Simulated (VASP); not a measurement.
Wanted: the native input for a VASP 6.6.1 run.

```
Task                   : relaxation of cell and atoms
Functional             : PBE
Potentials or basis    : VASP PAW PBE potentials, release 64 (Li_sv, Ca_sv, Sc_sv)
Cutoff                 : 600 eV
k mesh                 : 6 × 6 × 2
Occupations            : gaussian, width 0.1 eV
Spin                   : no spin polarisation
Dipole correction      : no
Further INCAR settings : ALGO = Fast; EDIFF = 1e-06; IBRION = 2; EDIFFG = -0.04; NSW = 90; ISIF = 3
```

The structure of Li2CaSc2 lies in POSCAR:

```
Li2CaSc2
1.0
    3.3755407442      0.0000000000      0.0000000000
    0.0000000000      3.3755407442      0.0000000000
    0.0000000000      0.0000000000     11.0829299793
Li Ca Sc
2 1 2
Direct
    0.5000000000      0.5000000000      0.0000000000
    0.0000000000      0.0000000000      0.0000000000
    0.5000000000      0.5000000000      0.5000000000
    0.0000000000      0.0000000000      0.2508889677
    0.0000000000      0.0000000000      0.7491110323
```

The input as run:

INCAR

```
ALGO     = Fast           # electronic algorithm
EDIFF    = 1E-6           # SCF threshold, eV
EDIFFG   = -0.04          # ionic threshold
ENCUT    = 600            # plane-wave cutoff, eV
GGA      = PE             # functional
IBRION   = 2              # ionic algorithm
ISIF     = 3              # what is computed and relaxed
ISMEAR   = 0              # smearing method
LASPH    = True           # aspherical terms in the spheres
LCHARG   = False          # write CHGCAR
LREAL    = False          # projectors in reciprocal space
LWAVE    = False          # write WAVECAR
NELM     = 100            # most SCF steps
NSW      = 90             # ionic steps
PREC     = Accurate       # precision mode
SIGMA    = 0.1            # smearing width, eV
```

KPOINTS

```
k-points
0
Gamma
  6 6 2
```

Potentials or basis: VASP PAW PBE potentials, release 64 (Li_sv, Ca_sv, Sc_sv).

The run is started by

```console
$ cat potpaw_PBE.64/Li_sv/POTCAR potpaw_PBE.64/Ca_sv/POTCAR potpaw_PBE.64/Sc_sv/POTCAR > POTCAR
$ mpirun -np 1 vasp_std > vasp.out
```

Results of the run:

```json
{
  "Relaxed volume": "25.25 Å³/atom",
  "Relaxed cell": "a = 3.355 Å, b = 3.355 Å, c = 11.216 Å, α = 90.00°, β = 90.00°, γ = 90.00°",
  "Space group after relaxing (to 0.05 Å)": "P4/mmm (No. 123)",
  "Energy gained by relaxing": "1.5 meV/atom",
  "Ionic steps": "3",
  "Pressure after relaxing": "0.0 GPa",
  "Band gap on the k mesh": "zero (band 19 reaches 2.42 eV, above the bottom of band 20 at 2.17 eV)"
}
```

Caveat: the cutoff is under 1.25 times the usual one of these potentials, so pressure, stress and relaxed cells hold a basis-set (Pulay) error.

Run time: 16 min on 1 thread of Intel(R) Xeon(R) 6975P-C (Granite Rapids) (shared host), peak memory 0.31 GiB.
